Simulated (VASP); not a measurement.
Wanted: the native input for a VASP 6.6.1 run.

- Task: single point
- Functional: PBEsol
- Potentials or basis: VASP PAW PBE potentials, release 64 (Ta_sv_GW, As_d)
- Cutoff: 510 eV
- k mesh: 11 × 11 × 11
- Occupations: fermi-dirac, width 0.05 eV
- Spin: no spin polarisation
- Dipole correction: no
- Further INCAR settings: ALGO = Normal; EDIFF = 1e-06; NBANDS = 36

The structure of TaAs lies in POSCAR:

```
TaAs
1.0
   -1.7218133622      1.7218133622      5.8679415361
    1.7218133622     -1.7218133622      5.8679415361
    1.7218133622      1.7218133622     -5.8679415361
Ta As
2 2
Direct
    0.4999673000      0.4999673000      0.0000000000
    0.2499673000      0.7499673000      0.5000000000
    0.0826321200      0.0826321200      0.0000000000
    0.8326321200      0.3326321200      0.5000000000
```

The input as run:

INCAR

```
PREC     = Accurate       # precision mode
ENCUT    = 510            # plane-wave cutoff, eV
EDIFF    = 1E-6           # SCF threshold, eV
ISMEAR   = -1             # smearing method
SIGMA    = 0.05           # smearing width, eV
LREAL    = F              # projectors in reciprocal space
LASPH    = T              # aspherical terms in the spheres
NELM     = 120            # most SCF steps
ALGO     = Normal         # electronic algorithm
ISIF     = 2              # what is computed and relaxed
LWAVE    = F              # write WAVECAR
LCHARG   = F              # write CHGCAR
GGA      = PS             # functional
NBANDS   = 36             # bands
GGA_COMPAT= F
```

KPOINTS

```
Automatic mesh
0
Gamma
  11 11 11
```

Potentials or basis: VASP PAW PBE potentials, release 64 (Ta_sv_GW, As_d).

Launch:

```sh
$ cat potpaw_PBE.64/Ta_sv_GW/POTCAR potpaw_PBE.64/As_d/POTCAR > POTCAR
$ mpirun -np 1 vasp_std > vasp.out
```

Results of the run:

```json
{
 "Pressure": "-4.1 GPa",
 "Largest force": "0.023 eV/Å",
 "Band gap on the k mesh": "0.01 eV (least direct gap 0.04 eV)"
}
```

Caveat: the cell stands under tension; the smearing spreads over this small gap; the PAW data sets were made with another functional, which shifts forces and pressure a little; spin-orbit coupling is left out, which moves the levels of the heavy elements.

Wall time 8.6 min on 1 thread of Intel(R) Xeon(R) 6975P-C (Granite Rapids), on a shared host, peak memory 0.51 GiB.
